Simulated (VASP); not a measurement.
# W (I4/mmm) in VASP: further runs

W is run at these levels: LDA; tasks: single point.

Everything below comes from runs of VASP 6.6.1. Logs are shortened: lines on timing, memory, paths and dates and some standing lists are left out, and cuts for length are marked.

## (1) The cell of the first run

The structure is tetragonal, space group I4/mmm (No. 139). Conventional cell: a = 2.873 Å, b = 2.873 Å, c = 3.859 Å, α = 90.00°, β = 90.00°, γ = 90.00°. W (site symmetry 4/mmm) has 12 W at 2.80 to 2.87 Å within 3.7 Å.

## (2) Single point, LDA (15.93 Å³/atom)

The input, INCAR:

```
  PREC = Accurate
  ENCUT = 520
  EDIFF = 1E-7
  ISMEAR = 0
  SIGMA = 0.15
  LREAL = F
  LASPH = T
  NELM = 80
  ALGO = Fast
  ISIF = 2
  LWAVE = F
  LCHARG = F
  GGA = CA
  NBANDS = 13
```

The input, KPOINTS:

```
Automatic mesh
0
Gamma
  22 22 22
```

The input, POSCAR:

```
W
1.0
    0.0000000000      2.0316183047      1.9296310658
    2.0316183047      0.0000000000      1.9296310658
    2.0316183047      2.0316183047      0.0000000000
W
1
Direct
    0.0000000000      0.0000000000      0.0000000000
```

Potentials or basis: VASP PAW LDA potentials, release 64 (W_sv).

Launch:

```bash
> cat potpaw_LDA.64/W_sv/POTCAR > POTCAR
> mpirun -np 1 vasp_std > vasp.out
```

OUTCAR:

```text
PREC = Accurate
   ENCUT = 520
   EDIFF = 1E-7
   ISMEAR = 0
   LREAL = F
   LASPH = T
   NELM = 80
   ISIF = 2
   GGA = CA

 ion  position               nearest neighbor table
   1  0.000  0.000  0.000-

  LATTYP: Found a body centered tetragonal cell.
 ALAT       =     2.8731421601
 C/A-ratio  =     1.3432200415

  Lattice vectors:

 A1 = (   0.0000000000,  -2.0316183047,  -1.9296310658)
 A2 = (   0.0000000000,   2.0316183047,  -1.9296310658)
 A3 = (   2.0316183047,   0.0000000000,   1.9296310658)

Analysis of symmetry for initial positions (statically):
=====================================================================
 Subroutine PRICEL returns:
 Original cell was already a primitive cell.

 Routine SETGRP: Setting up the symmetry group for a
 body centered tetragonal supercell.

 Subroutine GETGRP returns: Found 16 space group operations
 (whereof 16 operations were pure point group operations)
 out of a pool of 16 trial point group operations.

The static configuration has the point symmetry D_4h.

Analysis of symmetry for dynamics (positions and initial velocities):
=====================================================================
 Subroutine PRICEL returns:
 Original cell was already a primitive cell.

 Routine SETGRP: Setting up the symmetry group for a
 body centered tetragonal supercell.

 Subroutine GETGRP returns: Found 16 space group operations
 (whereof 16 operations were pure point group operations)
 out of a pool of 16 trial point group operations.

The dynamic configuration has the point symmetry D_4h.

 Subroutine INISYM returns: Found 16 space group operations
 (whereof 16 operations are pure point group operations),
 and found     1 'primitive' translations

----------------------------------------------------------------------------------------

                                     Primitive cell

  volume of cell :      15.9290

  direct lattice vectors                    reciprocal lattice vectors
     0.000000000  2.031618305  1.929631066    -0.246109222  0.246109222  0.259116890
     2.031618305  0.000000000  1.929631066     0.246109222 -0.246109222  0.259116890
     2.031618305  2.031618305  0.000000000     0.246109222  0.246109222 -0.259116890

  length of vectors
     2.801954494  2.801954494  2.873142160     0.433913656  0.433913656  0.433913656

  position of ions in fractional coordinates (direct lattice)
     0.000000000  0.000000000  0.000000000

  ion indices of the primitive-cell ions
   primitive index   ion index
                 1           1

----------------------------------------------------------------------------------------

 KPOINTS: Automatic mesh

Automatic generation of k-mesh.
 Grid dimensions read from file:
 generate k-points for:   22   22   22

 Generating k-lattice:

  Cartesian coordinates                     Fractional coordinates (reciprocal lattice)
    -0.011186783  0.011186783  0.011778040     0.045454545  0.000000000  0.000000000
     0.011186783 -0.011186783  0.011778040     0.000000000  0.045454545  0.000000000
     0.011186783  0.011186783 -0.011778040     0.000000000  0.000000000  0.045454545

  Length of vectors
     0.019723348  0.019723348  0.019723348

  Shift w.r.t. Gamma in fractional coordinates (k-lattice)
     0.000000000  0.000000000  0.000000000

 Subroutine IBZKPT returns following result:
 ===========================================

 Found    834 irreducible k-points:

 Following reciprocal coordinates:
            Coordinates               Weight
  0.000000  0.000000  0.000000      1.000000
  0.045455 -0.000000  0.000000      8.000000
  0.090909 -0.000000  0.000000      8.000000
  0.136364 -0.000000  0.000000      8.000000
  0.181818 -0.000000  0.000000      8.000000
  0.227273 -0.000000  0.000000      8.000000
[... 16 lines left out ...]
  0.500000  0.045455  0.000000      8.000000
 -0.454545  0.045455  0.000000      8.000000
 [... further k-points ...]
   k-points           NKPTS =    834   k-points in BZ     NKDIM =    834   number of bands    NBANDS=     13
   number of dos      NEDOS =    301   number of ions     NIONS =      1
   total plane-waves  NPLWV =  13824
   dimension x,y,z NGX =    24 NGY =   24 NGZ =   24
   dimension x,y,z NGXF=    48 NGYF=   48 NGZF=   48
   ions per type =               1
   NGX,Y,Z   is equivalent  to a cutoff of  14.24, 14.24, 13.89 a.u.
   NGXF,Y,Z  is equivalent  to a cutoff of  28.48, 28.48, 27.77 a.u.
 SYSTEM =  unknown system
   PREC   = accura    normal or accurate (medium, high low for compatibility)
   ISTART =      0    job   : 0-new  1-cont  2-samecut
   ICHARG =      2    charge: 1-file 2-atom 10-const
   ISPIN  =      1    spin polarized calculation?
   LNONCOLLINEAR =      F non collinear calculations
   LSORBIT =      F    spin-orbit coupling
   LASPH  =      T    aspherical Exc in radial PAW
   ENCUT  =  520.0 eV  38.22 Ry    6.18 a.u.   5.21  5.21  5.34*2*pi/ulx,y,z
   NELM   =     80;   NELMIN=  2; NELMDL= -5     # of ELM steps
   EDIFF  = 0.1E-06   stopping-criterion for ELM
   LREAL  =      F    real-space projection
   EDIFFG = 0.1E-05   stopping-criterion for IOM
   NSW    =      0    number of steps for IOM
   IBRION =     -1    ionic relax: 0-MD 1-quasi-New 2-CG
   NFREE  =      0    steps in history (QN), initial steepest desc. (CG)
   ISIF   =      2    stress and relaxation
   ISYM   =      2    0-nonsym 1-usesym 2-fastsym
   POTIM  = 0.5000    time-step for ionic-motion
   TEBEG  =    0.0;   TEEND  =   0.0 temperature during run
   PSTRESS=    0.0 pullay stress
   NELECT =      14.0000    total number of electrons
   NUPDOWN=      -1.0000    fix difference up-down
   EMIN   =  10.00;   EMAX   =-10.00  energy-range for DOS
   EFERMI =   0.00;   METHOD = LEGACY
   ISMEAR =     0;   SIGMA  =   0.15  broadening in eV -4-tet -1-fermi 0-gaus
   EFERMI_NEDOS =   21; number of points for ismear=-14 and -15
   IALGO  =     68    algorithm
   IMIX   =      4    mixing-type and parameters
     AMIX     =   0.40;   BMIX     =  1.00
     AMIX_MAG =   1.60;   BMIX_MAG =  1.00
  volume/ion in A,a.u.               =      15.93       107.49
  Fermi-wavevector in a.u.,A,eV,Ry     =   1.568151  2.963377 33.458073  2.459099
  Thomas-Fermi vector in A             =   2.670225
   LORBIT       =      0    0 simple, 1 ext, 2 COOP (PROOUT), +10 PAW based schemes
   GGA     = CA    functional components
   LHFCALC =     F    Hartree Fock is set to
   AEXX    =    0.0000 exact exchange contribution
   IVDW    =     0    specifies the selected vdW correction
   LEPSILON=     F    determine dielectric tensor
   LRPA    =     F    only Hartree local field effects (RPA)
 non-spin polarized calculation
 RMM-DIIS sequential band-by-band and
 Gauss-broadening in eV      SIGMA  =   0.15
  energy-cutoff  :      520.00
  volume of cell :       15.93
 maximum number of plane-waves:       443
 NGX is ok and might be reduce to    24
   NGX = 11   NGY = 11   NGZ = 11

 number of electron      13.9999999 magnetization

 Free energy of the ion-electron system (eV)
  ---------------------------------------------------
  ext. energy  EPLUGINS =         0.00000000
  ---------------------------------------------------
  free energy    TOTEN  =       -13.64450237 eV

  energy without entropy =      -13.63186972  energy(sigma->0) =      -13.63818604

 E-fermi :  10.8473     XC(G=0): -13.7915

 val. band max:       10.8471946527   @ k =   0.4545   0.3636   0.0909
 cond. band min:      10.8478124538   @ k =  -0.2727   0.1818   0.0455
 fundamental gap:      0.0006178011
 Fermi energy:        10.8473226554

 k-point     1 :       0.0000    0.0000    0.0000
  band No.  band energies     occupation
      1     -62.4059      2.00000
      2     -26.2515      2.00000
      3     -26.2515      2.00000
      4     -26.2173      2.00000
      5       1.7191      2.00000
      6       9.9451      2.00000
      7       9.9451      2.00000
      8      10.6160      1.97083
      9      12.8508      0.00000
     10      13.8302      0.00000
     11      23.7246      0.00000
     12      28.4093      0.00000
     13      28.4093      0.00000

 k-point     2 :       0.0455   -0.0000    0.0000
  band No.  band energies     occupation
      1     -62.4034      2.00000
      2     -26.2736      2.00000
      3     -26.2560      2.00000
      4     -26.2261      2.00000
      5       1.8144      2.00000
      6       9.9162      2.00000
      7       9.9891      2.00000
      8      10.6151      1.97142
      9      12.8184      0.00000
     10      13.7784      0.00000
     11      23.9169      0.00000
     12      28.2301      0.00000
     13      28.5821      0.00000

 k-point     3 :       0.0909   -0.0000    0.0000
  band No.  band energies     occupation
      1     -62.3960      2.00000
      2     -26.3513      2.00000
      3     -26.2692      2.00000
      4     -26.2379      2.00000
      5       2.0931      2.00000
      6       9.7971      2.00000
      7      10.1068      2.00000
      8      10.6579      1.92594
      9      12.7446      0.00000
     10      13.6433      0.00000
     11      24.4545      0.00000
     12      27.5883      0.00000
     13      29.0892      0.00000

 k-point     4 :       0.1364   -0.0000    0.0000
  band No.  band energies     occupation
      1     -62.3843      2.00000
      2     -26.4776      2.00000
      3     -26.2898      2.00000
      4     -26.2510      2.00000
      5       2.5322      2.00000
      6       9.5809      2.00000
      7      10.2496      2.00000
      8      10.7779      1.48747
      9      12.6990      0.00000
     10      13.4833      0.00000
     11      25.1568      0.00000
     12      26.8046      0.00000
     13      29.9002      0.00000

 k-point     5 :       0.1818   -0.0000    0.0000
  band No.  band energies     occupation
      1     -62.3693      2.00000
      2     -26.6382      2.00000
      3     -26.3162      2.00000
      4     -26.2667      2.00000
      5       3.0898      2.00000
      6       9.3451      2.00000
      7      10.3363      2.00000
      8      10.9149      0.52433
      9      12.7882      0.00000
     10      13.3907      0.00000
     11      25.1725      0.00000
     12      26.8648      0.00000
     13      30.9742      0.00000
[... 257 lines left out ...]
 k-point    22 :       0.4545    0.0455    0.0000
  band No.  band energies     occupation
      1     -62.2825      2.00000
      2     -27.4854      2.00000
      3     -26.4739      2.00000
      4     -26.3645      2.00000
      5       5.1138      2.00000
      6       9.6555      2.00000
      7      10.2266      2.00000
      8      11.1261      0.00859
      9      15.5392      0.00000
     10      16.1214      0.00000
     11      21.7642      0.00000
     12      24.0290      0.00000
     13      29.7320      0.00000

 k-point    23 :       0.5000    0.0455    0.0000
  band No.  band energies     occupation
      1     -62.2786      2.00000
      2     -27.5219      2.00000
      3     -26.4761      2.00000
      4     -26.3738      2.00000
      5       5.1212      2.00000
      6       9.5944      2.00000
      7      10.1533      2.00000
      8      11.5216      0.00000
      9      15.8722      0.00000
     10      16.2402      0.00000
     11      21.4909      0.00000
     12      23.5696      0.00000
     13      29.4775      0.00000

 k-point    24 :      -0.4545    0.0455    0.0000
  band No.  band energies     occupation
      1     -62.2798      2.00000
      2     -27.5105      2.00000
      3     -26.4696      2.00000
      4     -26.3780      2.00000
      5       5.1205      2.00000
      6       9.5979      2.00000
      7      10.1415      2.00000
      8      11.4829      0.00000
      9      15.9348      0.00000
     10      16.0157      0.00000
     11      21.5722      0.00000
     12      23.6404      0.00000
     13      29.8337      0.00000

 [... further k-points ...]

------------------------ aborting loop because EDIFF is reached ----------------------------------------

  FORCE on cell =-STRESS in cart. coord.  units (eV):
  Direction    XX          YY          ZZ          XY          YZ          ZX
  --------------------------------------------------------------------------------------
  -------------------------------------------------------------------------------------
  Total        0.1797768      0.1797768     -1.3377044      0.0000000     -0.0000000      0.0000000
  in kB       18.0823879     18.0823879   -134.5495461      0.0000000     -0.0000000      0.0000000
  external PRESSURE =     -32.7949234 kB  Pullay stress =       0.0000000 kB

 VOLUME and BASIS-vectors are now :
 -----------------------------------------------------------------------------
  energy-cutoff  :      520.00
  volume of cell :       15.93
      direct lattice vectors                 reciprocal lattice vectors
     0.000000000  2.031618305  1.929631066    -0.246109222  0.246109222  0.259116890
     2.031618305  0.000000000  1.929631066     0.246109222 -0.246109222  0.259116890
     2.031618305  2.031618305  0.000000000     0.246109222  0.246109222 -0.259116890

 POSITION                                       TOTAL-FORCE (eV/Angst)
 -----------------------------------------------------------------------------------
      0.00000      0.00000      0.00000         0.000000      0.000000      0.000000
 -----------------------------------------------------------------------------------
    total drift:                               -0.000000     -0.000000      0.000000

  FREE ENERGIE OF THE ION-ELECTRON SYSTEM (eV)
  ---------------------------------------------------
  free  energy   TOTEN  =       -13.6445023699 eV

  energy  without entropy=      -13.6318697194  energy(sigma->0) =      -13.63818604
```

It took 1.9 min on 1 thread of AMD EPYC 9R45 (Zen 5), shared host; peak memory 0.24 GiB.

Results:

* Free energy: -13.6445 eV
* Pressure: -3.3 GPa
* Band gap on the k mesh: zero (bands 7 and 8 overlap by 4.61 eV)

Caveat: the cell stands under tension; spin-orbit coupling is left out, which moves the levels of the heavy elements.

## (3) Single point, LDA (15.93 Å³/atom)

The input, INCAR:

```
SYSTEM = W
  PREC = Accurate
  ENCUT = 520
  EDIFF = 1E-6
  ISMEAR = 0
  SIGMA = 0.15
  LREAL = .False.
  LASPH = .True.
  NELM = 60
  ALGO = Fast
  ISIF = 2
  LWAVE = .False.
  LCHARG = .False.
  GGA = CA
  NBANDS = 13
```

The input, KPOINTS:

```
regular mesh
0
Gamma
  22 22 22
  0 0 0
```

The input, POSCAR:

```
W
1.0
    0.0000000000      2.3305402124      1.4663759016
    2.3305402124      0.0000000000      1.4663759016
    2.3305402124      2.3305402124      0.0000000000
W
1
Direct
    0.0000000000      0.0000000000      0.0000000000
```

Potentials or basis: VASP PAW LDA potentials, release 64 (W_sv).

Launch:

```bash
> cat potpaw_LDA.64/W_sv/POTCAR > POTCAR
> mpirun -np 1 vasp_std > vasp.out
```

Wall time 92 s (1 thread of AMD EPYC 9R45 (Zen 5), shared host); peak memory 0.24 GiB.

Results (log left out):

```
Free energy            : -13.9510 eV
Pressure               : -6.4 GPa
Band gap on the k mesh : zero (bands 7 and 8 overlap by 6.35 eV)
```

Stress tensor (GPa, compression positive):
```
-18.36   0.00   0.00
  0.00 -18.36   0.00
  0.00   0.00  17.59
```

Levels at points of the mesh, in eV from the Fermi level:
```tsv
k point	band 3	band 4	band 5	band 6	band 7	band 8	band 9	band 10	band 11	band 12
(0.00, 0.00, 0.00)	-37.57	-37.47	-9.50	-2.18	-0.54	-0.54	0.97	3.12	13.96	13.96
(0.50, 0.00, 0.00)	-38.00	-37.61	-6.18	-3.99	1.22	2.00	4.27	6.02	11.34	11.46
(0.50, 0.50, 0.00)	-38.54	-38.17	-5.93	-5.65	5.02	5.02	5.50	7.30	7.30	10.54
(0.50, 0.00, 0.50)	-37.80	-37.51	-6.24	-2.33	0.25	0.70	2.37	5.88	10.43	12.08
```

Caveat: the cell stands under tension; spin-orbit coupling is left out, which moves the levels of the heavy elements.

## (4) Single point, LDA (15.93 Å³/atom)

The input, INCAR:

```
PREC = Accurate
ENCUT = 520
EDIFF = 1E-6
ISMEAR = 0
SIGMA = 0.15
LREAL = F
LASPH = T
NELM = 80
ALGO = Fast
ISIF = 2
LWAVE = F
LCHARG = F
GGA = CA
NBANDS = 13
```

The input, KPOINTS:

```
Automatic mesh
0
Gamma
  22 22 22
```

The input, POSCAR:

```
W
1.0
    0.0000000000      2.1025328563      1.8016604046
    2.1025328563      0.0000000000      1.8016604046
    2.1025328563      2.1025328563      0.0000000000
W
1
Direct
    0.0000000000      0.0000000000      0.0000000000
```

Launch:

```bash
> cat potpaw_LDA.64/W_sv/POTCAR > POTCAR
> mpirun -np 1 vasp_std > vasp.out
```

Wall time 1.8 min (1 thread of AMD EPYC 9R45 (Zen 5), shared host); peak memory 0.24 GiB.

Results (log left out):

- Free energy: -13.8157 eV
- Pressure: -4.7 GPa
- Band gap on the k mesh: zero (bands 7 and 8 overlap by 5.68 eV)

Stress tensor (GPa, compression positive):
```
  5.68   0.00   0.00
  0.00   5.68   0.00
  0.00   0.00 -25.37
```

Levels at points of the mesh, in eV from the Fermi level:
```
           k point  band 3  band 4  band 5  band 6  band 7  band 8  band 9  band 10  band 11  band 12
(0.00, 0.00, 0.00)  -37.44  -37.43   -9.43   -1.46   -1.46    0.45    0.65     3.11    12.94    16.21
(0.50, 0.00, 0.00)  -37.75  -37.48   -6.12   -2.38    0.12    0.58    3.93     5.57    10.57    12.01
(0.50, 0.50, 0.00)  -38.13  -38.13   -5.96   -5.39    4.78    5.22    5.54     5.54    10.18    10.18
(0.50, 0.00, 0.50)  -37.93  -37.65   -6.11   -4.72    2.00    4.15    4.39     6.32    11.41    12.14
```

Caveat: the cell stands under tension; spin-orbit coupling is left out, which moves the levels of the heavy elements.

## (5) Single point, LDA (15.93 Å³/atom)

The input, INCAR:

```
PREC = Accurate
ENCUT = 520
EDIFF = 1E-6
ISMEAR = 0
SIGMA = 0.15
LREAL = False
LASPH = True
NELM = 80
ALGO = Fast
ISIF = 2
LWAVE = False
LCHARG = False
GGA = CA
NBANDS = 13
```

The input, KPOINTS:

```
regular mesh
0
Gamma
  22 22 22
```

The input, POSCAR:

```
W
1.0
    0.0000000000      2.1760039242      1.6820510334
    2.1760039242      0.0000000000      1.6820510334
    2.1760039242      2.1760039242      0.0000000000
W
1
Direct
    0.0000000000      0.0000000000      0.0000000000
```

Launch:

```bash
> cat potpaw_LDA.64/W_sv/POTCAR > POTCAR
> mpirun -np 1 vasp_std > vasp.out
```

Wall time 81 s (1 thread of AMD EPYC 9R45 (Zen 5), shared host); peak memory 0.23 GiB.

The run converged. Its results:

```yaml
Free_energy: -14.0187 eV
Pressure: -7.5 GPa
Band_gap_on_the_k_mesh: zero (bands 7 and 8 overlap by 5.77 eV)
```

Stress tensor (GPa, compression positive):
```
  0.65   0.00   0.00
  0.00   0.65   0.00
  0.00   0.00 -23.69
```

Levels at points of the mesh, in eV from the Fermi level:
```csv
k point,band 4,band 5,band 6,band 7,band 8,band 9,band 10,band 11
"(0.00, 0.00, 0.00)",-37.54,-9.50,-1.51,-1.51,-0.43,1.37,2.81,13.60
"(0.50, 0.00, 0.00)",-37.55,-6.21,-3.10,0.64,1.18,3.25,5.91,10.77
"(0.50, 0.50, 0.00)",-38.35,-5.92,-5.65,4.89,5.28,5.28,6.79,9.14
"(0.50, 0.00, 0.50)",-37.62,-6.20,-4.24,1.32,3.09,3.60,6.25,11.37
```

Caveat: the cell stands under tension; spin-orbit coupling is left out, which moves the levels of the heavy elements.

## (6) Overview

```csv
cell,further INCAR settings,gap on the mesh (eV),pressure (GPa)
"a = 2.802, b = 2.802, c = 2.873 Å, angles 59.2, 59.2, 61.7°, 1 atom",ALGO = Fast; EDIFF = 1e-07; NBANDS = 13,none,-3.3
"a = 2.753, b = 2.753, c = 3.296 Å, angles 53.2, 53.2, 73.5°, 1 atom",ALGO = Fast; EDIFF = 1e-06; NBANDS = 13,none,-6.4
"a = 2.769, b = 2.769, c = 2.973 Å, angles 57.5, 57.5, 65.0°, 1 atom",ALGO = Fast; EDIFF = 1e-06; NBANDS = 13,none,-4.7
"a = 2.750, b = 2.750, c = 3.077 Å, angles 56.0, 56.0, 68.0°, 1 atom",ALGO = Fast; EDIFF = 1e-06; NBANDS = 13,none,-7.5
```

Alike in all rows: task single point; level LDA; potentials or basis VASP PAW LDA potentials, release 64 (W_sv); no spin polarisation; k mesh 22 × 22 × 22; cutoff (eV) 520; smearing gaussian 0.15 eV.

Caveats: the cell stands under tension; spin-orbit coupling is left out, which moves the levels of the heavy elements.

Total energies depend on the potentials used, so only differences within one code and one set of settings carry meaning.
